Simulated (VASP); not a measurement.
# Al3N in VASP: notebook

Runs on Al3N. Level: PBEsol. Tasks: relaxation of the atoms, single point.

Program: VASP 6.6.1. These are calculated values, not measurements. Logs are shortened: lines on timing, memory, paths and dates and some standing lists are left out, and cuts for length are marked.

## 1. The cell of the first run

The cell holds a slab with vacuum, 4 atoms: a = 2.839 Å, b = 2.839 Å, c = 19.641 Å, α = 90.00°, β = 90.00°, γ = 90.00°.

## 2. Relaxation of the atoms, PBEsol

File INCAR:

```
SYSTEM = Al3N
ALGO = Normal ; DIPOL = 0.5 0.5 0.342
EDIFF = 1E-6 ; EDIFFG = -0.025
ENCUT = 520 ; GGA = PS
IBRION = 2 ; IDIPOL = 3
ISIF = 2 ; ISMEAR = 0
LASPH = .True. ; LCHARG = .False.
LDIPOL = .True. ; LREAL = .False.
LWAVE = .False. ; NELM = 100
NSW = 36 ; PREC = Accurate
SIGMA = 0.1
```

File KPOINTS:

```
k-points
0
Gamma
  9 9 1
  0 0 0
```

File POSCAR:

```
Al3N
1.0
    2.8394270062      0.0000000000      0.0000000000
    0.0000000000      2.8394270062      0.0000000000
    0.0000000000      0.0000000000     19.6413451746
Al N
3 1
Selective dynamics
Direct
    0.5000000000      0.5000000000      0.2036520393  F F F
    0.0000000000      0.0000000000      0.3090064780  F F F
    0.5000000000      0.5000000000      0.4145003869  F F F
    0.8333333333      1.0000000000      0.4388757115  F F T
```

Potentials or basis: VASP PAW PBE potentials, release 64 (Al, N).

Launch:

```sh
> cat potpaw_PBE.64/Al/POTCAR potpaw_PBE.64/N/POTCAR > POTCAR
> mpirun -np 1 vasp_std > vasp.out
```

OUTCAR:

```text
SYSTEM = Al3N
   EDIFF = 1E-6
   EDIFFG = -0.025
   ENCUT = 520
   GGA = PS
   IBRION = 2
   ISIF = 2
   ISMEAR = 0
   LASPH = .True.
   LREAL = .False.
   NELM = 100
   NSW = 36
   PREC = Accurate

 ion  position               nearest neighbor table
   1  0.500  0.500  0.204-   2 2.88   2 2.88   2 2.88   2 2.88
   2  0.000  0.000  0.309-   1 2.88   1 2.88   1 2.88   1 2.88   3 2.89   3 2.89   3 2.89   3 2.89

   3  0.500  0.500  0.415-   4 1.77   4 1.77   4 2.41   4 2.41   2 2.89   2 2.89   2 2.89   2 2.89

   4  0.833  0.000  0.439-   3 1.77   3 1.77   3 2.41   3 2.41

  LATTYP: Found a simple tetragonal cell.
 ALAT       =     2.8394270062
 C/A-ratio  =     6.9173622466

  Lattice vectors:

 A1 = (   2.8394270062,   0.0000000000,   0.0000000000)
 A2 = (   0.0000000000,   2.8394270062,   0.0000000000)
 A3 = (   0.0000000000,   0.0000000000,  19.6413451746)

Analysis of symmetry for initial positions (statically):
=====================================================================
 Subroutine PRICEL returns:
 Original cell was already a primitive cell.

 Routine SETGRP: Setting up the symmetry group for a
 simple tetragonal supercell.

 Subroutine GETGRP returns: Found  2 space group operations
 (whereof  2 operations were pure point group operations)
 out of a pool of 16 trial point group operations.

The static configuration has the point symmetry C_1h.

Analysis of symmetry for dynamics (positions and initial velocities):
=====================================================================
 Subroutine PRICEL returns:
 Original cell was already a primitive cell.

 Routine SETGRP: Setting up the symmetry group for a
 simple tetragonal supercell.

 Subroutine GETGRP returns: Found  2 space group operations
 (whereof  2 operations were pure point group operations)
 out of a pool of 16 trial point group operations.

The dynamic configuration has the point symmetry C_1h.

Analysis of constrained symmetry for selective dynamics:
=====================================================================
 Subroutine PRICEL returns:
 Original cell was already a primitive cell.

 Routine SETGRP: Setting up the symmetry group for a
 simple tetragonal supercell.

 Subroutine GETGRP returns: Found  2 space group operations
 (whereof  2 operations were pure point group operations)
 out of a pool of 16 trial point group operations.

The constrained configuration has the point symmetry C_1h.

[... 199 lines left out ...]
  band No.  band energies     occupation
      1     -16.2262      2.00000
      2     -10.3309      2.00000
      3      -7.3973      2.00000
      4      -4.1104      2.00000
      5      -2.6303      2.00000
      6      -1.9223      2.00000
      7      -1.0931      2.00000
      8       2.1196      0.00000
      9       3.6794      0.00000
     10       4.4463      0.00000
     11       4.8424      0.00000
[... 309 lines left out ...]
 k-point    24 :      -0.3333    0.4444    0.0000
  band No.  band energies     occupation
      1     -14.0225      2.00000
      2      -6.7466      2.00000
      3      -5.0910      2.00000
      4      -4.4557      2.00000
      5      -3.2045      2.00000
      6      -2.5915      2.00000
      7      -0.9888      2.00000
      8       0.6658      0.00000
      9       1.0379      0.00000
     10       2.1503      0.00000
     11       2.7460      0.00000

 [... further k-points ...]

------------------------ aborting loop because EDIFF is reached ----------------------------------------

  FORCE on cell =-STRESS in cart. coord.  units (eV):
  Direction    XX          YY          ZZ          XY          YZ          ZX
  --------------------------------------------------------------------------------------
  -------------------------------------------------------------------------------------
  Total       -0.0745425      1.8999559     -0.8310598      0.0000000      0.0000000      1.6087510
  in kB       -0.7541920     19.2230129     -8.4083392      0.0000000      0.0000000     16.2767149
  external PRESSURE =       3.3534939 kB  Pullay stress =       0.0000000 kB
[... 19 lines left out ...]
  FREE ENERGIE OF THE ION-ELECTRON SYSTEM (eV)
  ---------------------------------------------------
  free  energy   TOTEN  =       -20.4068476751 eV

  energy  without entropy=      -20.4004457215  energy(sigma->0) =      -20.40364670

 dipolmoment           0.000000      0.000000      0.038461 electrons x Angstroem

--------------------------------------- Ionic step        3  -------------------------------------------

 number of electron      14.0000000 magnetization

 dipolmoment           0.000000      0.000000     -0.033631 electrons x Angstroem

 Free energy of the ion-electron system (eV)
  ---------------------------------------------------
  ext. energy  EPLUGINS =         0.00000000
  ---------------------------------------------------
  free energy    TOTEN  =       -20.54640475 eV

  energy without entropy =      -20.53942561  energy(sigma->0) =      -20.54291518

 E-fermi :   0.3492     XC(G=0):  -4.4473

 val. band max:        0.3243590947   @ k =  -0.1111   0.4444   0.0000
 cond. band min:       0.3838411986   @ k =  -0.1111   0.2222   0.0000
 fundamental gap:      0.0594821039
 Fermi energy:         0.3491972730

 k-point     1 :       0.0000    0.0000    0.0000
  band No.  band energies     occupation
      1     -16.6957      2.00000
      2      -9.6746      2.00000
      3      -6.9200      2.00000
      4      -3.8037      2.00000
      5      -3.1962      2.00000
      6      -2.4141      2.00000
      7      -0.6667      2.00000
      8       2.3204      0.00000
      9       3.4059      0.00000
     10       4.3370      0.00000
     11       4.5196      0.00000
[... 309 lines left out ...]
 k-point    24 :      -0.3333    0.4444    0.0000
  band No.  band energies     occupation
      1     -14.4955      2.00000
      2      -7.1874      2.00000
      3      -5.3175      2.00000
      4      -4.2612      2.00000
      5      -3.1406      2.00000
      6      -2.0386      2.00000
      7      -0.3521      2.00000
      8       1.3590      0.00000
      9       1.6000      0.00000
     10       2.5383      0.00000
     11       3.4095      0.00000

 [... further k-points ...]

------------------------ aborting loop because EDIFF is reached ----------------------------------------

 vacuum level on the upper side and lower side of the slab       (xc-potential included)        -0.557         0.184

  FORCE on cell =-STRESS in cart. coord.  units (eV):
  Direction    XX          YY          ZZ          XY          YZ          ZX
  --------------------------------------------------------------------------------------
  -------------------------------------------------------------------------------------
  Total        0.9778048      3.9445727     -0.0916612      0.0000000      0.0000000      1.0812218
  in kB        9.8930475     39.9096487     -0.9273923      0.0000000      0.0000000     10.9393803
  external PRESSURE =      16.2917680 kB  Pullay stress =       0.0000000 kB
[... 19 lines left out ...]
  FREE ENERGIE OF THE ION-ELECTRON SYSTEM (eV)
  ---------------------------------------------------
  free  energy   TOTEN  =       -20.5464047542 eV

  energy  without entropy=      -20.5394256064  energy(sigma->0) =      -20.54291518

 reached required accuracy - stopping structural energy minimisation

 vacuum level on the upper side and lower side of the slab         3.673         4.414
```

OSZICAR:

```text
N       E                     dE             d eps       ncg     rms          rms(c)
DAV:   1     0.743503027899E+02    0.74350E+02   -0.49344E+03   550   0.932E+02
DAV:   2    -0.110250129036E+02   -0.85375E+02   -0.79446E+02   896   0.168E+02
DAV:   3    -0.235600310105E+02   -0.12535E+02   -0.12270E+02   741   0.733E+01
[... 44 lines left out ...]
DAV:  13    -0.205463970751E+02   -0.52655E-05   -0.12729E-06   487   0.774E-03    0.804E-04
DAV:  14    -0.205463996558E+02   -0.25807E-05   -0.34435E-07   485   0.382E-03    0.105E-03
DAV:  15    -0.205464030530E+02   -0.33973E-05   -0.57647E-07   535   0.317E-03    0.427E-04
DAV:  16    -0.205464042540E+02   -0.12009E-05   -0.10044E-07   469   0.188E-03    0.262E-04
DAV:  17    -0.205464047542E+02   -0.50026E-06   -0.30289E-08   451   0.105E-03
   3 F= -.20546405E+02 E0= -.20542915E+02  d E =-.260560E+00
```

It took 3.3 min on 1 thread of Intel Xeon 8259CL, shared host; peak memory 0.3 GiB.

What came out:

```
Free energy               : -20.5464 eV
Energy gained by relaxing : 65.1 meV/atom
Ionic steps               : 3
Band gap on the k mesh    : zero (bands 7 and 8 overlap by 0.82 eV)
```

Step by step:
| step | energy change (eV) | largest force on free atoms (eV/Å) | pressure (GPa) |
| --- | --- | --- | --- |
| 1 | 0.0000 | 1.7124 | -0.15 |
| 2 | -0.1210 | 1.2230 | 0.34 |
| 3 | -0.2606 | 0.0003 | 1.63 |

Final structure:
```xyz
4
Lattice="2.8394 0.0000 0.0000 0.0000 2.8394 0.0000 0.0000 0.0000 19.6413" Properties=species:S:1:pos:R:3 pbc="T T T"
Al    1.4197    1.4197    4.0000
Al    0.0000    0.0000    6.0693
Al    1.4197    1.4197    8.1413
N     2.3662    0.0000    8.2976
```

Caveat: the PAW data sets were made with another functional, which shifts forces and pressure a little.

## 3. Single point, PBEsol

File INCAR:

```
SYSTEM = Al3N
PREC = Accurate
ENCUT = 520
EDIFF = 1E-6
ISMEAR = 0
SIGMA = 0.1
LREAL = .FALSE.
LASPH = .TRUE.
NELM = 100
ALGO = Normal
ISIF = 2
LWAVE = .FALSE.
LCHARG = .FALSE.
LDIPOL = .TRUE.
IDIPOL = 3
DIPOL = 0.5 0.5 0.337
GGA = PS
NBANDS = 15
```

File KPOINTS:

```
regular mesh
0
G
  9 9 1
  0 0 0
```

File POSCAR:

```
Al3N
1.0
    2.8394270062      0.0000000000      0.0000000000
    0.0000000000      2.8394270062      0.0000000000
    0.0000000000      0.0000000000     19.6413451746
Al N
3 1
Direct
    0.5000000000      0.5000000000      0.2036520393
    0.0000000000      0.0000000000      0.3090064780
    0.5000000000      0.5000000000      0.4145003869
    0.8333333333      1.0000000000      0.4223119472
```

Potentials or basis: VASP PAW PBE potentials, release 64 (Al, N).

Launch:

```sh
> cat potpaw_PBE.64/Al/POTCAR potpaw_PBE.64/N/POTCAR > POTCAR
> mpirun -np 1 vasp_std > vasp.out
```

OUTCAR:

```text
SYSTEM = Al3N
   PREC = Accurate
   ENCUT = 520
   EDIFF = 1E-6
   ISMEAR = 0
   LREAL = .FALSE.
   LASPH = .TRUE.
   NELM = 100
   ISIF = 2
   GGA = PS

 ion  position               nearest neighbor table
   1  0.500  0.500  0.204-   2 2.88   2 2.88   2 2.88   2 2.88
   2  0.000  0.000  0.309-   4 2.28   1 2.88   1 2.88   1 2.88   1 2.88   3 2.89   3 2.89   3 2.89
                             3 2.89
   3  0.500  0.500  0.415-   4 1.71   4 1.71   4 2.37   4 2.37   2 2.89   2 2.89   2 2.89   2 2.89

   4  0.833  0.000  0.422-   3 1.71   3 1.71   2 2.28   3 2.37   3 2.37

  LATTYP: Found a simple tetragonal cell.
 ALAT       =     2.8394270062
 C/A-ratio  =     6.9173622466

  Lattice vectors:

 A1 = (   2.8394270062,   0.0000000000,   0.0000000000)
 A2 = (   0.0000000000,   2.8394270062,   0.0000000000)
 A3 = (   0.0000000000,   0.0000000000,  19.6413451746)

Analysis of symmetry for initial positions (statically):
=====================================================================
 Subroutine PRICEL returns:
 Original cell was already a primitive cell.

 Routine SETGRP: Setting up the symmetry group for a
 simple tetragonal supercell.

 Subroutine GETGRP returns: Found  2 space group operations
 (whereof  2 operations were pure point group operations)
 out of a pool of 16 trial point group operations.

The static configuration has the point symmetry C_1h.

Analysis of symmetry for dynamics (positions and initial velocities):
=====================================================================
 Subroutine PRICEL returns:
 Original cell was already a primitive cell.

 Routine SETGRP: Setting up the symmetry group for a
 simple tetragonal supercell.

 Subroutine GETGRP returns: Found  2 space group operations
 (whereof  2 operations were pure point group operations)
 out of a pool of 16 trial point group operations.

The dynamic configuration has the point symmetry C_1h.

 Subroutine INISYM returns: Found  2 space group operations
 (whereof  2 operations are pure point group operations),
 and found     1 'primitive' translations

[... 143 lines left out ...]
  ---------------------------------------------------
  ext. energy  EPLUGINS =         0.00000000
  ---------------------------------------------------
  free energy    TOTEN  =       -20.54638595 eV

  energy without entropy =      -20.53940497  energy(sigma->0) =      -20.54289546

 E-fermi :   0.3550     XC(G=0):  -4.4363

 val. band max:        0.3303643570   @ k =  -0.1111   0.4444   0.0000
 cond. band min:       0.3894746186   @ k =  -0.1111   0.2222   0.0000
 fundamental gap:      0.0591102616
 Fermi energy:         0.3550252216

 k-point     1 :       0.0000    0.0000    0.0000
  band No.  band energies     occupation
      1     -16.7041      2.00000
      2      -9.6701      2.00000
      3      -6.9188      2.00000
      4      -3.8034      2.00000
      5      -3.2050      2.00000
      6      -2.4226      2.00000
      7      -0.6648      2.00000
      8       2.3170      0.00000
      9       3.4119      0.00000
     10       4.3340      0.00000
     11       4.5644      0.00000
     12       5.8600      0.00000
     13       6.1904      0.00000
     14       6.4438      0.00000
[... 401 lines left out ...]
      2      -7.1952      2.00000
      3      -5.3252      2.00000
      4      -4.2617      2.00000
      5      -3.1429      2.00000
      6      -2.0341      2.00000
      7      -0.3472      2.00000
      8       1.3620      0.00000
      9       1.6043      0.00000
     10       2.5385      0.00000
     11       3.4145      0.00000
     12       4.0186      0.00000
     13       5.1120      0.00000
     14       5.8120      0.00000
     15       7.1866      0.00000

 [... further k-points ...]

------------------------ aborting loop because EDIFF is reached ----------------------------------------

 vacuum level on the upper side and lower side of the slab       (xc-potential included)        -0.562         0.148

  FORCE on cell =-STRESS in cart. coord.  units (eV):
  Direction    XX          YY          ZZ          XY          YZ          ZX
  --------------------------------------------------------------------------------------
  -------------------------------------------------------------------------------------
  Total        0.9911117      3.9658462     -0.0831441      0.0000000      0.0000000      1.0708639
  in kB       10.0276821     40.1248856     -0.8412196      0.0000000      0.0000000     10.8345831
  external PRESSURE =      16.4371160 kB  Pullay stress =       0.0000000 kB

 VOLUME and BASIS-vectors are now :
 -----------------------------------------------------------------------------
  energy-cutoff  :      520.00
  volume of cell :      158.36
      direct lattice vectors                 reciprocal lattice vectors
     2.839427006  0.000000000  0.000000000     0.352183732  0.000000000  0.000000000
     0.000000000  2.839427006  0.000000000     0.000000000  0.352183732  0.000000000
     0.000000000  0.000000000 19.641345175     0.000000000  0.000000000  0.050913010

 POSITION                                       TOTAL-FORCE (eV/Angst)
 -----------------------------------------------------------------------------------
      1.41971      1.41971      4.00000         0.025280      0.000000     -0.014378
      0.00000      0.00000      6.06930        -0.242268      0.000000      0.063164
      1.41971      1.41971      8.14135        -4.174875      0.000000     -0.061049
      2.36619      0.00000      8.29477         4.391864      0.000000      0.012263
 -----------------------------------------------------------------------------------
    total drift:                                0.000048      0.000000     -0.000314

  FREE ENERGIE OF THE ION-ELECTRON SYSTEM (eV)
  ---------------------------------------------------
  free  energy   TOTEN  =       -20.5463859522 eV

  energy  without entropy=      -20.5394049651  energy(sigma->0) =      -20.54289546

 vacuum level on the upper side and lower side of the slab         3.677         4.395
```

OSZICAR:

```text
N       E                     dE             d eps       ncg     rms          rms(c)
DAV:   1     0.655304178222E+02    0.65530E+02   -0.46915E+03   750   0.676E+02
DAV:   2    -0.129562125435E+02   -0.78487E+02   -0.70563E+02  1095   0.140E+02
DAV:   3    -0.240520951086E+02   -0.11096E+02   -0.10907E+02  1066   0.552E+01
[... 15 lines left out ...]
DAV:  19    -0.205462996240E+02   -0.59810E-04   -0.35556E-06   882   0.919E-03    0.246E-03
DAV:  20    -0.205463631377E+02   -0.63514E-04   -0.69574E-06   882   0.908E-03    0.998E-04
DAV:  21    -0.205463799453E+02   -0.16808E-04   -0.14252E-06   817   0.460E-03    0.176E-03
DAV:  22    -0.205463850521E+02   -0.51068E-05   -0.83903E-07   755   0.453E-03    0.525E-04
DAV:  23    -0.205463859522E+02   -0.90015E-06   -0.76416E-08   786   0.194E-03
   1 F= -.20546386E+02 E0= -.20542895E+02  d E =-.698099E-02
```

Wall time 73 s (1 thread of Intel Xeon Platinum 8488C (Sapphire Rapids), shared host); peak memory 0.29 GiB.

Results:

```
Free energy            : -20.5464 eV
Largest force          : 4.392 eV/Å
Band gap on the k mesh : zero (bands 7 and 8 overlap by 0.83 eV)
```

Forces on the atoms (eV/Å):
```
Al   0.025  0.000 -0.014
Al  -0.242  0.000  0.063
Al  -4.175  0.000 -0.061
N    4.392  0.000  0.012
```

Levels at points of the mesh, in eV from the Fermi level:
| k point | band 5 | band 6 | band 7 | band 8 | band 9 | band 10 |
| --- | --- | --- | --- | --- | --- | --- |
| (0.00, 0.00, 0.00) | -3.56 | -2.78 | -1.02 | 1.96 | 3.06 | 3.98 |

Caveat: the PAW data sets were made with another functional, which shifts forces and pressure a little.

## 4. Single point, PBEsol

File INCAR:

```
ALGO = Normal
DIPOL = 0.5 0.5 0.346
EDIFF = 1E-7
ENCUT = 520
GGA = PS
IDIPOL = 3
ISIF = 2
ISMEAR = 0
LASPH = T
LCHARG = F
LDIPOL = T
LREAL = F
LWAVE = F
NBANDS = 15
NELM = 80
PREC = Accurate
SIGMA = 0.1
```

File KPOINTS:

```
k-points
0
Gamma
  9 9 1
```

Changes to POSCAR since step 3:

```diff
@@ -11,2 +11,2 @@
     0.5000000000      0.5000000000      0.4145003869
-    0.8333333333      1.0000000000      0.4223119472
+    0.6666666667      1.0000000000      0.4576462358
```

Launch:

```sh
> cat potpaw_PBE.64/Al/POTCAR potpaw_PBE.64/N/POTCAR > POTCAR
> mpirun -np 1 vasp_std > vasp.out
```

Wall time 83 s (1 thread of Intel Xeon Platinum 8488C (Sapphire Rapids), shared host); peak memory 0.29 GiB.

It converged, with:

| Item | Value |
| --- | --- |
| Free energy | -18.8062 eV |
| Largest force | 1.623 eV/Å |
| Band gap on the k mesh | zero (bands 7 and 8 overlap by 1.17 eV) |

Forces on the atoms (eV/Å):
```
Al   0.017  0.000 -0.138
Al  -0.017  0.000 -0.050
Al  -1.618  0.000  0.123
N    1.618  0.000  0.065
```

Levels at points of the mesh, in eV from the Fermi level:
```csv
k point,band 3,band 4,band 5,band 6,band 7,band 8,band 9,band 10,band 11,band 12
"(0.00, 0.00, 0.00)",-7.15,-3.63,-1.28,-1.02,0.13,2.20,4.13,5.39,6.46,6.72
```

Caveat: the PAW data sets were made with another functional, which shifts forces and pressure a little.

## 5. The runs side by side

```csv
task,cell,atoms held fixed (from 0),gap on the mesh (eV),largest force (eV/Å)
relaxation of the atoms,"atoms relaxed, atomic positions A","[0, 1, 2, 3]",none,-
single point,"as given, atomic positions B",-,none,4.39
single point,"as given, atomic positions C",-,none,1.62
```

Alike in all rows: level PBEsol; potentials or basis VASP PAW PBE potentials, release 64 (Al, N); no spin polarisation; k mesh 9 × 9 × 1; cutoff (eV) 520; smearing gaussian 0.1 eV.

Caveats: the PAW data sets were made with another functional, which shifts forces and pressure a little.

Absolute energies hang on the potentials; compare differences alone.
